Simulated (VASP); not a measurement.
Input of a VASP 6.6.1 run:

The input INCAR:

```
SYSTEM = CoSn
ALGO = Fast
EDIFF = 1E-6
ENCUT = 520
GGA = PE
ISIF = 2
ISMEAR = 0
LASPH = .TRUE.
LCHARG = .FALSE.
LREAL = .FALSE.
LWAVE = .FALSE.
NBANDS = 44
NELM = 80
PREC = Accurate
SIGMA = 0.1
```

The input KPOINTS:

```
k-points
0
G
  12 12 10
  0 0 0
```

POSCAR

```
CoSn
1.0
    4.9619938569      0.0000000000      0.0000000000
   -2.4809969285      4.2972127335      0.0000000000
    0.0000000000      0.0000000000      3.9635874214
Co Sn
3 3
Direct
    0.0000000000      0.5000000000      0.0000000000
    0.5000000000      0.5000000000      0.0000000000
    0.5000000000      0.0000000000      0.0000000000
    0.6666666667      0.3333333333      0.5000000000
    0.3333333333      0.6666666667      0.5000000000
    0.0000000000      0.0000000000      0.0000000000
```

Potentials or basis: VASP PAW PBE potentials, release 64 (Co, Sn_d).

Run with:

```bash
$ cat potpaw_PBE.64/Co/POTCAR potpaw_PBE.64/Sn_d/POTCAR > POTCAR
$ mpirun -np 1 vasp_std > vasp.out
```

Problem. What does it give for the band gap on the k mesh?

Solution. Zero (an odd number of electrons rules out a gap without spin polarisation).

Problem. Predict the pressure.

Solution. 39.9 GPa.

Caveat: the cell stands under pressure; spin-orbit coupling is left out, which moves the levels of the heavy elements; the run has no spin polarisation, though such a crystal can be magnetic. Spin polarisation is off, so any magnetic state and its effect on volume and gap are missing.
